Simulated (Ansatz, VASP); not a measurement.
Ca in VASP and in Ansatz

The input INCAR:

```
ALGO = Normal
EDIFF = 1E-7
ENCUT = 520
GGA = PE
ISIF = 2
ISMEAR = -1
LASPH = T
LCHARG = F
LREAL = F
LWAVE = F
NBANDS = 11
NELM = 60
PREC = Accurate
SIGMA = 0.05
```

Contents of KPOINTS:

```
k-points
0
Gamma
  13 13 13
```

POSCAR

```
Ca
1.0
    3.5778710112      0.0000000000      0.0000000000
    0.0000000000      3.5778710112      0.0000000000
    0.0000000000      0.0000000000      3.5778710112
Ca
1
Direct
    0.0000000000      0.0000000000      0.0000000000
```

Input for Ansatz:

```yaml
crystal:
  lattice:
    - [3.5778710112, 0.0, 0.0]
    - [0.0, 3.5778710112, 0.0]
    - [0.0, 0.0, 3.5778710112]
  atoms:
    - { symbol: Ca, position: [0.0, 0.0, 0.0] }
kpoints:
  mp_grid: { grid: [13, 13, 13] }
scf:
  occupations: { method: fermi_dirac, width: 0.05 }
hamiltonian:
  xc: pbe
  pseudopotentials: { kind: all_electron, lapw: { basis_error: 0.001 } }
output:
  forces: true
  stress: true
  eigenvalues: true
```

Change from the starting cell: volume scaled by 1.05.

Alike in both runs: task single point; functional PBE; k mesh 13 × 13 × 13; occupations fermi-dirac, width 0.05 eV; no spin polarisation.

```csv
,VASP,Ansatz
version,VASP 6.6.1,Ansatz 0.2.0
potentials or method,"VASP PAW PBE potentials, release 64 (Ca_sv), cutoff 520 eV","all-electron LAPW, scalar-relativistic"
```

```tsv
	VASP	Ansatz	Ansatz less VASP
pressure (GPa)	-0.5	-0.5	0.00
```

Ansatz ran all-electron here, and VASP with PAW potentials.
